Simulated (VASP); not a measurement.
# BiBrO (P4/nmm) in VASP: further runs

BiBrO is run at these levels: LDA; tasks: single point.

All numbers are computed with VASP 6.6.1; they aren't measurements. Logs are shortened: lines on timing, memory, paths and dates and some standing lists are left out, and cuts for length are marked.

**1. The cell of the first run**

It takes space group P4/nmm (No. 129, tetragonal). Conventional cell: a = 3.883 Å, b = 3.883 Å, c = 7.887 Å, α = 90.00°, β = 90.00°, γ = 90.00°. Bi (site symmetry 4mm) has 4 O at 2.30 Å within 3.0 Å. Br (site symmetry 4mm) has 6 Bi at 3.13 to 3.99 Å and 4 O at 3.36 Å and 8 Br at 3.64 to 3.88 Å within 4.1 Å. O (site symmetry -4m2) has 4 Bi at 2.30 Å and 4 O at 2.75 Å within 3.0 Å.

**2. Single point, LDA**

Contents of INCAR:

```
SYSTEM = BiBrO
PREC = Accurate
ENCUT = 520
EDIFF = 1E-6
ISMEAR = 0
SIGMA = 0.02
LREAL = .FALSE.
LASPH = .TRUE.
NELM = 80
ALGO = Normal
ISIF = 2
LWAVE = .FALSE.
LCHARG = .TRUE.
GGA = CA
LELF = .TRUE.
LVHAR = .TRUE.
NBANDS = 37
```

Contents of KPOINTS:

```
regular mesh
0
G
  8 8 4
  0 0 0
```

Contents of POSCAR:

```
BiBrO
1.0
    3.8826151614      0.0000000000      0.0000000000
    0.0000000000      3.8826151614      0.0000000000
    0.0000000000      0.0000000000      7.8867516861
Bi Br O
2 2 2
Direct
    0.0000000000      0.5000000000      0.1575579020
    0.5000000000      0.0000000000      0.8424420980
    0.0000000000      0.5000000000      0.6517216503
    0.5000000000      0.0000000000      0.3482783497
    0.0000000000      0.0000000000      0.0000000000
    0.5000000000      0.5000000000      0.0000000000
```

Potentials or basis: VASP PAW LDA potentials, release 64 (Bi_d, Br, O).

Launch:

```bash
cat potpaw_LDA.64/Bi_d/POTCAR potpaw_LDA.64/Br/POTCAR potpaw_LDA.64/O/POTCAR > POTCAR
mpirun -np 1 vasp_std > vasp.out
```

OUTCAR:

```text
SYSTEM = BiBrO
   PREC = Accurate
   ENCUT = 520
   EDIFF = 1E-6
   ISMEAR = 0
   LREAL = .FALSE.
   LASPH = .TRUE.
   NELM = 80
   ISIF = 2
   GGA = CA

 ion  position               nearest neighbor table
   1  0.000  0.500  0.158-   5 2.30   6 2.30   5 2.30   6 2.30   4 3.13   4 3.13   4 3.13   4 3.13
                             2 3.70   2 3.70   2 3.70   2 3.70
   2  0.500  0.000  0.842-   5 2.30   6 2.30   6 2.30   5 2.30   3 3.13   3 3.13   3 3.13   3 3.13
                             1 3.70   1 3.70   1 3.70   1 3.70
   3  0.000  0.500  0.652-   2 3.13   2 3.13   2 3.13   2 3.13
   4  0.500  0.000  0.348-   1 3.13   1 3.13   1 3.13   1 3.13
   5  0.000  0.000  0.000-   1 2.30   2 2.30   1 2.30   2 2.30
   6  0.500  0.500  0.000-   1 2.30   2 2.30   2 2.30   1 2.30

  LATTYP: Found a simple tetragonal cell.
 ALAT       =     3.8826151614
 C/A-ratio  =     2.0312988432

  Lattice vectors:

 A1 = (   3.8826151614,   0.0000000000,   0.0000000000)
 A2 = (   0.0000000000,   3.8826151614,   0.0000000000)
 A3 = (   0.0000000000,   0.0000000000,   7.8867516861)

Analysis of symmetry for initial positions (statically):
=====================================================================
 Subroutine PRICEL returns:
 Original cell was already a primitive cell.

 Routine SETGRP: Setting up the symmetry group for a
 simple tetragonal supercell.

 Subroutine GETGRP returns: Found 16 space group operations
 (whereof  8 operations were pure point group operations)
 out of a pool of 16 trial point group operations.

The static configuration has the point symmetry D_2d.
 The point group associated with its full space group is D_4h.

Analysis of symmetry for dynamics (positions and initial velocities):
=====================================================================
 Subroutine PRICEL returns:
 Original cell was already a primitive cell.

 Routine SETGRP: Setting up the symmetry group for a
 simple tetragonal supercell.

 Subroutine GETGRP returns: Found 16 space group operations
 (whereof  8 operations were pure point group operations)
 out of a pool of 16 trial point group operations.

The dynamic configuration has the point symmetry D_2d.
 The point group associated with its full space group is D_4h.

 Subroutine INISYM returns: Found 16 space group operations
 (whereof  8 operations are pure point group operations),
 and found     1 'primitive' translations

----------------------------------------------------------------------------------------

                                     Primitive cell
[... 98 lines left out ...]
   NELM   =     80;   NELMIN=  2; NELMDL= -5     # of ELM steps
   EDIFF  = 0.1E-05   stopping-criterion for ELM
   LREAL  =      F    real-space projection
   EDIFFG = 0.1E-04   stopping-criterion for IOM
   NSW    =      0    number of steps for IOM
   IBRION =     -1    ionic relax: 0-MD 1-quasi-New 2-CG
   NFREE  =      0    steps in history (QN), initial steepest desc. (CG)
   ISIF   =      2    stress and relaxation
   ISYM   =      2    0-nonsym 1-usesym 2-fastsym
   POTIM  = 0.5000    time-step for ionic-motion
   TEBEG  =    0.0;   TEEND  =   0.0 temperature during run
   PSTRESS=    0.0 pullay stress
   NELECT =      56.0000    total number of electrons
   NUPDOWN=      -1.0000    fix difference up-down
   EMIN   =  10.00;   EMAX   =-10.00  energy-range for DOS
   EFERMI =   0.00;   METHOD = LEGACY
   ISMEAR =     0;   SIGMA  =   0.02  broadening in eV -4-tet -1-fermi 0-gaus
   EFERMI_NEDOS =   21; number of points for ismear=-14 and -15
   IALGO  =     38    algorithm
   IMIX   =      4    mixing-type and parameters
     AMIX     =   0.40;   BMIX     =  1.00
     AMIX_MAG =   1.60;   BMIX_MAG =  1.00
  volume/ion in A,a.u.               =      19.82       133.72
  Fermi-wavevector in a.u.,A,eV,Ry     =   1.273763  2.407063 22.075066  1.622472
  Thomas-Fermi vector in A             =   2.406568
   LORBIT       =      0    0 simple, 1 ext, 2 COOP (PROOUT), +10 PAW based schemes
   GGA     = CA    functional components
   LHFCALC =     F    Hartree Fock is set to
   AEXX    =    0.0000 exact exchange contribution
   IVDW    =     0    specifies the selected vdW correction
   LEPSILON=     F    determine dielectric tensor
   LRPA    =     F    only Hartree local field effects (RPA)
 non-spin polarized calculation
 Gauss-broadening in eV      SIGMA  =   0.02
  energy-cutoff  :      520.00
  volume of cell :      118.89
 maximum number of plane-waves:      3232
 NGX is ok and might be reduce to    30
   NGX = 15   NGY = 15   NGZ = 29

 number of electron      55.9999989 magnetization

 Free energy of the ion-electron system (eV)
  ---------------------------------------------------
  ext. energy  EPLUGINS =         0.00000000
  ---------------------------------------------------
  free energy    TOTEN  =       -31.93588418 eV

  energy without entropy =      -31.93588418  energy(sigma->0) =      -31.93588418

 E-fermi :   4.8027     XC(G=0): -10.6482

 val. band max:        4.6589228997   @ k =   0.3750   0.0000   0.5000
 cond. band min:       6.6837175555   @ k =   0.0000   0.0000   0.5000
 fundamental gap:      2.0247946558
 Fermi energy:         4.8026631032

 k-point     1 :       0.0000    0.0000    0.0000
  band No.  band energies     occupation
      1     -17.5425      2.00000
      2     -17.3329      2.00000
      3     -17.3329      2.00000
      4     -17.3195      2.00000
      5     -17.3165      2.00000
      6     -17.2786      2.00000
[... 949 lines left out ...]
     36      13.6148      0.00000
     37      13.8383      0.00000

 [... further k-points ...]
[... 5 lines left out ...]
  --------------------------------------------------------------------------------------
  -------------------------------------------------------------------------------------
  Total        0.2460927      0.2460927      0.1892335      0.0000000      0.0000000      0.0000000
  in kB        3.3163657      3.3163657      2.5501260      0.0000000      0.0000000      0.0000000
  external PRESSURE =       3.0609525 kB  Pullay stress =       0.0000000 kB

 VOLUME and BASIS-vectors are now :
 -----------------------------------------------------------------------------
  energy-cutoff  :      520.00
  volume of cell :      118.89
      direct lattice vectors                 reciprocal lattice vectors
     3.882615161  0.000000000  0.000000000     0.257558362  0.000000000  0.000000000
     0.000000000  3.882615161  0.000000000     0.000000000  0.257558362  0.000000000
     0.000000000  0.000000000  7.886751686     0.000000000  0.000000000  0.126794914

 POSITION                                       TOTAL-FORCE (eV/Angst)
 -----------------------------------------------------------------------------------
      0.00000      1.94131      1.24262         0.000000      0.000000      0.081256
      1.94131      0.00000      6.64413        -0.000000      0.000000     -0.081256
      0.00000      1.94131      5.13997         0.000000     -0.000000     -0.009766
      1.94131      0.00000      2.74678         0.000000      0.000000      0.009766
      0.00000      0.00000      0.00000         0.000000     -0.000000     -0.000000
      1.94131      1.94131      0.00000         0.000000      0.000000     -0.000000
 -----------------------------------------------------------------------------------
    total drift:                                0.000000      0.000000     -0.000000

  FREE ENERGIE OF THE ION-ELECTRON SYSTEM (eV)
  ---------------------------------------------------
  free  energy   TOTEN  =       -31.9358841772 eV

  energy  without entropy=      -31.9358841772  energy(sigma->0) =      -31.93588418
```

OSZICAR:

```text
N       E                     dE             d eps       ncg     rms          rms(c)
DAV:   1     0.633587376289E+03    0.63359E+03   -0.27409E+04  3330   0.170E+03
DAV:   2     0.566474275107E+02   -0.57694E+03   -0.55591E+03  3450   0.465E+02
DAV:   3    -0.315162013627E+02   -0.88164E+02   -0.85040E+02  4028   0.183E+02
DAV:   4    -0.359754597949E+02   -0.44593E+01   -0.44168E+01  3810   0.423E+01
DAV:   5    -0.361238619885E+02   -0.14840E+00   -0.14834E+00  4493   0.820E+00    0.123E+01
DAV:   6    -0.321378233793E+02    0.39860E+01   -0.14388E+01  4953   0.406E+01    0.516E+00
DAV:   7    -0.319777668224E+02    0.16006E+00   -0.32730E+00  3644   0.979E+00    0.319E+00
DAV:   8    -0.319544836669E+02    0.23283E-01   -0.62398E-01  3937   0.390E+00    0.129E+00
DAV:   9    -0.319368450598E+02    0.17639E-01   -0.45801E-02  5108   0.183E+00    0.442E-01
DAV:  10    -0.319358156946E+02    0.10294E-02   -0.13813E-02  4169   0.876E-01    0.806E-02
DAV:  11    -0.319358770387E+02   -0.61344E-04   -0.98828E-04  4082   0.182E-01    0.362E-02
DAV:  12    -0.319358875753E+02   -0.10537E-04   -0.10579E-04  4478   0.520E-02    0.167E-02
DAV:  13    -0.319358847303E+02    0.28450E-05   -0.30141E-05  4571   0.424E-02    0.742E-03
DAV:  14    -0.319358841772E+02    0.55305E-06   -0.45934E-06  3305   0.128E-02
   1 F= -.31935884E+02 E0= -.31935884E+02  d E =-.651047E-26
```

It took 80 s on 1 thread of Intel Xeon 6975P-C (Granite Rapids), shared host; peak memory 0.29 GiB.

Results:

```
Free energy            : -31.9359 eV
Pressure               : 0.3 GPa
Largest force          : 0.081 eV/Å
Band gap on the k mesh : 2.02 eV (least direct gap 2.24 eV)
```

Forces on the atoms (eV/Å):
```
Bi   0.000  0.000  0.081
Bi   0.000  0.000 -0.081
Br   0.000  0.000 -0.010
Br   0.000  0.000  0.010
O    0.000  0.000  0.000
O    0.000  0.000  0.000
```

Levels at points of the mesh, in eV from the valence-band top:
```csv
k point,band 26,band 27,band 28,band 29,band 30,band 31
"(0.00, 0.00, 0.00)",-0.97,-0.97,-0.81,2.34,3.23,4.94
"(0.50, 0.00, 0.00)",-0.73,-0.16,-0.16,4.26,4.26,4.74
"(0.50, 0.50, 0.00)",-1.11,-0.90,-0.90,3.31,3.31,5.04
"(0.00, 0.00, 0.50)",-0.61,-0.61,-0.21,2.02,2.38,4.73
"(0.50, 0.00, 0.50)",-0.75,-0.12,-0.12,4.06,4.06,4.80
"(0.50, 0.50, 0.50)",-1.36,-1.11,-1.11,4.13,4.13,5.32
```

Caveat: spin-orbit coupling is left out, which moves the levels of the heavy elements. A k mesh can miss the band edges.

**3. Single point, LDA**

Contents of INCAR:

```
  PREC = Accurate
  ENCUT = 520
  EDIFF = 1E-6
  ISMEAR = 0
  SIGMA = 0.05
  LREAL = F
  LASPH = T
  NELM = 80
  ALGO = Normal
  ISIF = 2
  LWAVE = F
  LCHARG = T
  GGA = CA
  LELF = T
  LVHAR = T
  NBANDS = 37
```

Contents of KPOINTS:

```
Automatic mesh
0
Gamma
  8 8 4
```

POSCAR is that of step 2.

Potentials or basis: VASP PAW LDA potentials, release 64 (Bi_d, Br, O).

Launch:

```bash
cat potpaw_LDA.64/Bi_d/POTCAR potpaw_LDA.64/Br/POTCAR potpaw_LDA.64/O/POTCAR > POTCAR
mpirun -np 1 vasp_std > vasp.out
```

It took 74 s on 1 thread of Intel Xeon 6975P-C (Granite Rapids), shared host; peak memory 0.29 GiB.

The run converged. Its results:

```
Free energy            : -31.9359 eV
Pressure               : 0.3 GPa
Largest force          : 0.081 eV/Å
Band gap on the k mesh : 2.02 eV (least direct gap 2.24 eV)
```

Forces in eV/Å, atoms in the order of the input:
```
Bi   0.000  0.000  0.081
Bi   0.000  0.000 -0.081
Br   0.000  0.000 -0.010
Br   0.000  0.000  0.010
O    0.000  0.000  0.000
O    0.000  0.000  0.000
```

Stress tensor (GPa, compression positive):
```
0.33 0.00 0.00
0.00 0.33 0.00
0.00 0.00 0.26
```

Levels at points of the mesh, in eV from the valence-band top:
```csv
k point,band 25,band 26,band 27,band 28,band 29,band 30,band 31,band 32
"(0.00, 0.00, 0.00)",-1.26,-0.97,-0.97,-0.81,2.34,3.23,4.94,4.94
"(0.50, 0.00, 0.00)",-0.73,-0.73,-0.16,-0.16,4.26,4.26,4.74,4.74
"(0.50, 0.50, 0.00)",-1.11,-1.11,-0.90,-0.90,3.31,3.31,5.04,5.04
"(0.00, 0.00, 0.50)",-1.00,-0.61,-0.61,-0.21,2.02,2.38,4.73,4.73
"(0.50, 0.00, 0.50)",-0.75,-0.75,-0.12,-0.12,4.06,4.06,4.80,4.80
"(0.50, 0.50, 0.50)",-1.36,-1.36,-1.11,-1.11,4.13,4.13,5.32,5.32
```

Caveat: spin-orbit coupling is left out, which moves the levels of the heavy elements. A k mesh can miss the band edges.
